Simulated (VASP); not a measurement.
Wanted: the native input for a VASP 6.6.1 run.

* Task: single point
* Functional: PBE
* Dispersion: D3(BJ)
* Potentials or basis: VASP PAW PBE potentials, release 64 (Ti_sv, Si)
* Cutoff: 520 eV
* k mesh: 6 × 6 × 1
* Occupations: gaussian, width 0.1 eV
* Spin: no spin polarisation
* Dipole correction: yes
* Further INCAR settings: ALGO = Normal; EDIFF = 1e-06; NBANDS = 86

The structure of Ti12Si lies in POSCAR:

```
Ti12Si
1.0
    5.7099611434      0.0000000000      0.0000000000
   -2.8549805717      4.9449714048      0.0000000000
    0.0000000000      0.0000000000     21.5932633302
Ti Si
12 1
Direct
    0.3333333333      0.1666666667      0.1852429593
    0.3333333333      0.6666666667      0.1852429593
    0.8333333333      0.1666666667      0.1852429593
    0.8333333333      0.6666666667      0.1852429593
    0.1666666667      0.3333333333      0.2894365806
    0.1666666667      0.8333333333      0.2894365806
    0.6666666667      0.3333333333      0.2894365806
    0.6666666667      0.8333333333      0.2894365806
    0.0000000000      0.0000000000      0.3933293083
    0.0000000000      0.5000000000      0.3933293083
    0.5000000000      0.0000000000      0.3933293083
    0.5000000000      0.5000000000      0.3933293083
    0.3333333333      0.1666666667      0.5091061579
```

These files were run (other wordings do the same):

INCAR

```
PREC = Accurate
ENCUT = 520
EDIFF = 1E-6
ISMEAR = 0
SIGMA = 0.1
LREAL = False
LASPH = True
NELM = 60
ALGO = Normal
ISIF = 2
LWAVE = False
LCHARG = False
LDIPOL = True
IDIPOL = 3
DIPOL = 0.5 0.5 0.306
GGA = PE
IVDW = 12
NBANDS = 86
```

KPOINTS

```
Automatic mesh
0
Gamma
  6 6 1
```

Potentials or basis: VASP PAW PBE potentials, release 64 (Ti_sv, Si).

Launch:

```bash
$ cat potpaw_PBE.64/Ti_sv/POTCAR potpaw_PBE.64/Si/POTCAR > POTCAR
$ mpirun -np 1 vasp_std > vasp.out
```

Results of the run:

```json
{"Largest force": "2.132 eV/Å", "Band gap on the k mesh": "zero (bands 74 and 75 overlap by 0.71 eV)", "Dispersion energy per atom": "-0.430 eV"}
```

Wall time 26 min on 1 thread of Intel(R) Xeon(R) Platinum 8259CL CPU @ 2.50GHz (Skylake/Cascade Lake), with other jobs on the host, peak memory 0.72 GiB.
